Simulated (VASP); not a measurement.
# Ag (I4/mmm) in VASP: further runs

The runs below take Ag through single point, with PBE.

Everything below comes from runs of VASP 6.6.1. Logs are shortened: lines on timing, memory, paths and dates and some standing lists are left out, and cuts for length are marked.

### 1 The cell of the first run

Symmetry: I4/mmm, No. 139, tetragonal system. Conventional cell: a = 2.658 Å, b = 2.658 Å, c = 4.086 Å, α = 90.00°, β = 90.00°, γ = 90.00°. Within 3.5 Å of Ag (site symmetry 4/mmm) lie 12 Ag at 2.66 to 2.78 Å.

### 2 Single point, PBE (strain -0.080 along x and y, +0.000 along z)

INCAR reads:

```
PREC = Accurate ; ENCUT = 520
EDIFF = 1E-6 ; ISMEAR = 0
SIGMA = 0.15 ; LREAL = False
LASPH = True ; NELM = 80
ALGO = Normal ; ISIF = 2
LWAVE = False ; LCHARG = False
GGA = PE ; NBANDS = 12
```

KPOINTS reads:

```
Automatic mesh
0
Gamma
  20 20 20
```

POSCAR reads:

```
Ag
1.0
    0.0000000000      1.8796520000      2.0431000000
    1.8796520000      0.0000000000      2.0431000000
    1.8796520000      1.8796520000      0.0000000000
Ag
1
Direct
    0.0000000000      0.0000000000      0.0000000000
```

Potentials or basis: VASP PAW PBE potentials, release 64 (Ag).

The run is started by

```console
$ cat potpaw_PBE.64/Ag/POTCAR > POTCAR
$ mpirun -np 1 vasp_std > vasp.out
```

OUTCAR:

```text
PREC = Accurate
   ENCUT = 520
   EDIFF = 1E-6
   ISMEAR = 0
   LREAL = False
   LASPH = True
   NELM = 80
   ISIF = 2
   GGA = PE

 ion  position               nearest neighbor table
   1  0.000  0.000  0.000-

  LATTYP: Found a body centered tetragonal cell.
 ALAT       =     2.6582293509
 C/A-ratio  =     1.5371886548

  Lattice vectors:

 A1 = (  -1.8796520000,   0.0000000000,   2.0431000000)
 A2 = (   1.8796520000,   0.0000000000,   2.0431000000)
 A3 = (   0.0000000000,   1.8796520000,  -2.0431000000)

Analysis of symmetry for initial positions (statically):
=====================================================================
 Subroutine PRICEL returns:
 Original cell was already a primitive cell.

 Routine SETGRP: Setting up the symmetry group for a
 body centered tetragonal supercell.

 Subroutine GETGRP returns: Found 16 space group operations
 (whereof 16 operations were pure point group operations)
 out of a pool of 16 trial point group operations.

The static configuration has the point symmetry D_4h.

Analysis of symmetry for dynamics (positions and initial velocities):
=====================================================================
 Subroutine PRICEL returns:
 Original cell was already a primitive cell.

 Routine SETGRP: Setting up the symmetry group for a
 body centered tetragonal supercell.

 Subroutine GETGRP returns: Found 16 space group operations
 (whereof 16 operations were pure point group operations)
 out of a pool of 16 trial point group operations.

The dynamic configuration has the point symmetry D_4h.

 Subroutine INISYM returns: Found 16 space group operations
 (whereof 16 operations are pure point group operations),
 and found     1 'primitive' translations

----------------------------------------------------------------------------------------

                                     Primitive cell

  volume of cell :      14.4369

  direct lattice vectors                    reciprocal lattice vectors
     0.000000000  1.879652000  2.043100000    -0.266006686  0.266006686  0.244726151
     1.879652000  0.000000000  2.043100000     0.266006686 -0.266006686  0.244726151
     1.879652000  1.879652000  0.000000000     0.266006686  0.266006686 -0.244726151

  length of vectors
     2.776211312  2.776211312  2.658229351     0.448787259  0.448787259  0.448787259

  position of ions in fractional coordinates (direct lattice)
     0.000000000  0.000000000  0.000000000

  ion indices of the primitive-cell ions
   primitive index   ion index
                 1           1

----------------------------------------------------------------------------------------

 KPOINTS: Automatic mesh

Automatic generation of k-mesh.
 Grid dimensions read from file:
 generate k-points for:   20   20   20

 Generating k-lattice:

  Cartesian coordinates                     Fractional coordinates (reciprocal lattice)
    -0.013300334  0.013300334  0.012236308     0.050000000  0.000000000  0.000000000
     0.013300334 -0.013300334  0.012236308     0.000000000  0.050000000  0.000000000
     0.013300334  0.013300334 -0.012236308     0.000000000  0.000000000  0.050000000

  Length of vectors
     0.022439363  0.022439363  0.022439363

  Shift w.r.t. Gamma in fractional coordinates (k-lattice)
     0.000000000  0.000000000  0.000000000

 Subroutine IBZKPT returns following result:
 ===========================================

 Found    641 irreducible k-points:

 Following reciprocal coordinates:
            Coordinates               Weight
  0.000000  0.000000  0.000000      1.000000
  0.050000 -0.000000  0.000000      8.000000
  0.100000  0.000000  0.000000      8.000000
  0.150000  0.000000  0.000000      8.000000
  0.200000  0.000000  0.000000      8.000000
  0.250000  0.000000  0.000000      8.000000
[... 16 lines left out ...]
 -0.400000  0.050000  0.000000      8.000000
 -0.350000  0.050000  0.000000      8.000000
 [... further k-points ...]
   k-points           NKPTS =    641   k-points in BZ     NKDIM =    641   number of bands    NBANDS=     12
   number of dos      NEDOS =    301   number of ions     NIONS =      1
   total plane-waves  NPLWV =  11520
   dimension x,y,z NGX =    24 NGY =   24 NGZ =   20
   dimension x,y,z NGXF=    48 NGYF=   48 NGZF=   40
   ions per type =               1
   NGX,Y,Z   is equivalent  to a cutoff of  14.37, 14.37, 12.51 a.u.
   NGXF,Y,Z  is equivalent  to a cutoff of  28.74, 28.74, 25.02 a.u.
 SYSTEM =  unknown system
   PREC   = accura    normal or accurate (medium, high low for compatibility)
   ISTART =      0    job   : 0-new  1-cont  2-samecut
   ICHARG =      2    charge: 1-file 2-atom 10-const
   ISPIN  =      1    spin polarized calculation?
   LNONCOLLINEAR =      F non collinear calculations
   LSORBIT =      F    spin-orbit coupling
   LASPH  =      T    aspherical Exc in radial PAW
   ENCUT  =  520.0 eV  38.22 Ry    6.18 a.u.   5.16  5.16  4.94*2*pi/ulx,y,z
   NELM   =     80;   NELMIN=  2; NELMDL= -5     # of ELM steps
   EDIFF  = 0.1E-05   stopping-criterion for ELM
   LREAL  =      F    real-space projection
   EDIFFG = 0.1E-04   stopping-criterion for IOM
   NSW    =      0    number of steps for IOM
   IBRION =     -1    ionic relax: 0-MD 1-quasi-New 2-CG
   NFREE  =      0    steps in history (QN), initial steepest desc. (CG)
   ISIF   =      2    stress and relaxation
   ISYM   =      2    0-nonsym 1-usesym 2-fastsym
   POTIM  = 0.5000    time-step for ionic-motion
   TEBEG  =    0.0;   TEEND  =   0.0 temperature during run
   PSTRESS=    0.0 pullay stress
   NELECT =      11.0000    total number of electrons
   NUPDOWN=      -1.0000    fix difference up-down
   EMIN   =  10.00;   EMAX   =-10.00  energy-range for DOS
   EFERMI =   0.00;   METHOD = LEGACY
   ISMEAR =     0;   SIGMA  =   0.15  broadening in eV -4-tet -1-fermi 0-gaus
   EFERMI_NEDOS =   21; number of points for ismear=-14 and -15
   IALGO  =     38    algorithm
   IMIX   =      4    mixing-type and parameters
     AMIX     =   0.40;   BMIX     =  1.00
     AMIX_MAG =   1.60;   BMIX_MAG =  1.00
  volume/ion in A,a.u.               =      14.44        97.43
  Fermi-wavevector in a.u.,A,eV,Ry     =   1.495251  2.825615 30.419590  2.235777
  Thomas-Fermi vector in A             =   2.607420
   LORBIT       =      0    0 simple, 1 ext, 2 COOP (PROOUT), +10 PAW based schemes
   GGA     = PE    functional components
   LHFCALC =     F    Hartree Fock is set to
   AEXX    =    0.0000 exact exchange contribution
   IVDW    =     0    specifies the selected vdW correction
   LEPSILON=     F    determine dielectric tensor
   LRPA    =     F    only Hartree local field effects (RPA)
 non-spin polarized calculation
 Gauss-broadening in eV      SIGMA  =   0.15
  energy-cutoff  :      520.00
  volume of cell :       14.44
 maximum number of plane-waves:       398
 NGX is ok and might be reduce to    24
   NGX = 11   NGY = 11   NGZ =  9

 number of electron      11.0000002 magnetization

 Free energy of the ion-electron system (eV)
  ---------------------------------------------------
  ext. energy  EPLUGINS =         0.00000000
  ---------------------------------------------------
  free energy    TOTEN  =        -2.40864099 eV

  energy without entropy =       -2.40594059  energy(sigma->0) =       -2.40729079

 E-fermi :  11.0658     XC(G=0): -13.2326

 val. band max:       11.0544093938   @ k =   0.4500   0.0000   0.2500
 cond. band min:      11.0744336386   @ k =   0.5000   0.2500   0.0500
 fundamental gap:      0.0200242448
 Fermi energy:        11.0658204798

 k-point     1 :       0.0000    0.0000    0.0000
  band No.  band energies     occupation
      1       1.8979      2.00000
      2       5.0200      2.00000
      3       5.7356      2.00000
      4       5.7356      2.00000
      5       6.4529      2.00000
      6       7.2148      2.00000
      7      27.3659      0.00000
      8      30.6840      0.00000
      9      32.4179      0.00000
     10      32.4179      0.00000
     11      37.1008      0.00000
     12      39.1882      0.00000

 k-point     2 :       0.0500   -0.0000    0.0000
  band No.  band energies     occupation
      1       1.9884      2.00000
      2       5.0389      2.00000
      3       5.7181      2.00000
      4       5.7631      2.00000
      5       6.4497      2.00000
      6       7.1945      2.00000
      7      27.4305      0.00000
      8      30.5313      0.00000
      9      31.9393      0.00000
     10      32.4965      0.00000
     11      37.5108      0.00000
     12      38.7480      0.00000

 k-point     3 :       0.1000    0.0000    0.0000
  band No.  band energies     occupation
      1       2.2511      2.00000
      2       5.0855      2.00000
      3       5.6742      2.00000
      4       5.8392      2.00000
      5       6.4548      2.00000
      6       7.1412      2.00000
      7      27.5303      0.00000
      8      29.6105      0.00000
      9      31.6510      0.00000
     10      32.7142      0.00000
     11      36.7180      0.00000
     12      38.8081      0.00000

 k-point     4 :       0.1500    0.0000    0.0000
  band No.  band energies     occupation
      1       2.6529      2.00000
      2       5.1461      2.00000
      3       5.6209      2.00000
      4       5.9422      2.00000
      5       6.5091      2.00000
      6       7.0796      2.00000
      7      27.0552      0.00000
      8      28.6018      0.00000
      9      31.8834      0.00000
     10      33.0133      0.00000
     11      35.5619      0.00000
     12      37.9758      0.00000

 k-point     5 :       0.2000    0.0000    0.0000
  band No.  band energies     occupation
      1       3.1086      2.00000
      2       5.2636      2.00000
      3       5.5680      2.00000
      4       6.0299      2.00000
      5       6.6568      2.00000
      6       7.0543      2.00000
      7      25.4410      0.00000
      8      28.3469      0.00000
      9      32.2336      0.00000
     10      33.2818      0.00000
     11      34.8277      0.00000
     12      36.8331      0.00000
[... 228 lines left out ...]
      1       3.4572      2.00000
      2       5.0923      2.00000
      3       5.8059      2.00000
      4       7.7697      2.00000
      5       7.7904      2.00000
      6      10.3538      2.00000
      7      15.7743      0.00000
      8      26.0279      0.00000
      9      29.8013      0.00000
     10      31.3126      0.00000
     11      35.5872      0.00000
     12      37.5038      0.00000

 k-point    22 :      -0.4500    0.0500    0.0000
  band No.  band energies     occupation
      1       3.4634      2.00000
      2       5.1106      2.00000
      3       5.8000      2.00000
      4       7.7320      2.00000
      5       7.7677      2.00000
      6      10.2918      2.00000
      7      15.8979      0.00000
      8      26.0016      0.00000
      9      29.7041      0.00000
     10      31.6560      0.00000
     11      35.5849      0.00000
     12      37.4447      0.00000

 k-point    23 :      -0.4000    0.0500    0.0000
  band No.  band energies     occupation
      1       3.5110      2.00000
      2       5.1602      2.00000
      3       5.8342      2.00000
      4       7.5712      2.00000
      5       7.5949      2.00000
      6       9.4727      2.00000
      7      17.1001      0.00000
      8      26.1705      0.00000
      9      29.9020      0.00000
     10      32.2549      0.00000
     11      35.4470      0.00000
     12      37.2966      0.00000

 k-point    24 :      -0.3500    0.0500    0.0000
  band No.  band energies     occupation
      1       3.5851      2.00000
      2       5.2325      2.00000
      3       5.9028      2.00000
      4       7.1433      2.00000
      5       7.4004      2.00000
      6       8.5268      2.00000
      7      18.8107      0.00000
      8      26.5124      0.00000
      9      30.3447      0.00000
     10      33.0791      0.00000
     11      35.1956      0.00000
     12      37.0526      0.00000

 [... further k-points ...]
[... 5 lines left out ...]
  --------------------------------------------------------------------------------------
  -------------------------------------------------------------------------------------
  Total        3.4302494      3.4302494      2.7213126      0.0000000      0.0000000      0.0000000
  in kB      380.6814896    380.6814896    302.0052485      0.0000000      0.0000000      0.0000000
  external PRESSURE =     354.4560759 kB  Pullay stress =       0.0000000 kB

 VOLUME and BASIS-vectors are now :
 -----------------------------------------------------------------------------
  energy-cutoff  :      520.00
  volume of cell :       14.44
      direct lattice vectors                 reciprocal lattice vectors
     0.000000000  1.879652000  2.043100000    -0.266006686  0.266006686  0.244726151
     1.879652000  0.000000000  2.043100000     0.266006686 -0.266006686  0.244726151
     1.879652000  1.879652000  0.000000000     0.266006686  0.266006686 -0.244726151

 POSITION                                       TOTAL-FORCE (eV/Angst)
 -----------------------------------------------------------------------------------
      0.00000      0.00000      0.00000         0.000000      0.000000      0.000000
 -----------------------------------------------------------------------------------
    total drift:                               -0.000000      0.000000     -0.000000

  FREE ENERGIE OF THE ION-ELECTRON SYSTEM (eV)
  ---------------------------------------------------
  free  energy   TOTEN  =        -2.4086409886 eV

  energy  without entropy=       -2.4059405935  energy(sigma->0) =       -2.40729079
```

It took 60 s on 1 thread of Intel Xeon Platinum 8375C at 2.90GHz (Ice Lake), shared host; peak memory 0.22 GiB.

What came out:

```
Free energy : -2.4086 eV
Pressure    : 35.4 GPa
```

Caveat: the cell differs from its parent crystal (strain -0.080 along x and y, +0.000 along z).

(Continued in part 2 of 2.)
